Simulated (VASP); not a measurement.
A run of VASP 6.6.1 is set up as follows.

File INCAR:

```
PREC     = Accurate       # precision mode
ENCUT    = 600            # plane-wave cutoff, eV
EDIFF    = 1E-8           # SCF threshold, eV
ISMEAR   = 1              # smearing method
SIGMA    = 0.02           # smearing width, eV
LREAL    = False          # projectors in reciprocal space
LASPH    = True           # aspherical terms in the spheres
NELM     = 60             # most SCF steps
ALGO     = Normal         # electronic algorithm
ISIF     = 3              # what is computed and relaxed
LWAVE    = False          # write WAVECAR
LCHARG   = True           # write CHGCAR
GGA      = PE             # functional
NBANDS   = 17             # bands
IBRION   = 6              # ionic algorithm
NFREE    = 2            
POTIM    = 0.015          # step
NSW      = 1              # ionic steps
```

File KPOINTS:

```
Automatic mesh
0
Gamma
  6 6 6
```

The input POSCAR:

```
TePb
1.0
    0.0000000000      3.2310000000      3.2310000000
    3.2310000000      0.0000000000      3.2310000000
    3.2310000000      3.2310000000      0.0000000000
Te Pb
1 1
Direct
    0.5000000000      0.5000000000      0.5000000000
    0.0000000000      0.0000000000      0.0000000000
```

Potentials or basis: VASP PAW PBE potentials, release 64 (Te, Pb_d).

The run is started by

```sh
$ cat potpaw_PBE.64/Te/POTCAR potpaw_PBE.64/Pb_d/POTCAR > POTCAR
$ mpirun -np 1 vasp_std > vasp.out
```

Predict the elastic constants C11, C12, C44.

129, 5, 14 GPa.

Estimate the Voigt bulk modulus.

46 GPa.

Estimate the highest phonon frequency at Γ, LO-TO splitting left out.

40 cm⁻¹.

Elastic tensor in Voigt notation (GPa, in the Cartesian axes of the cell as first typed):
```
129   5   5   0   0   0
  5 129   5   0   0   0
  5   5 129   0   0   0
  0   0   0  14   0   0
  0   0   0   0  14   0
  0   0   0   0   0  14
```

Caveat: the cell is under stress, which shifts elastic constants.
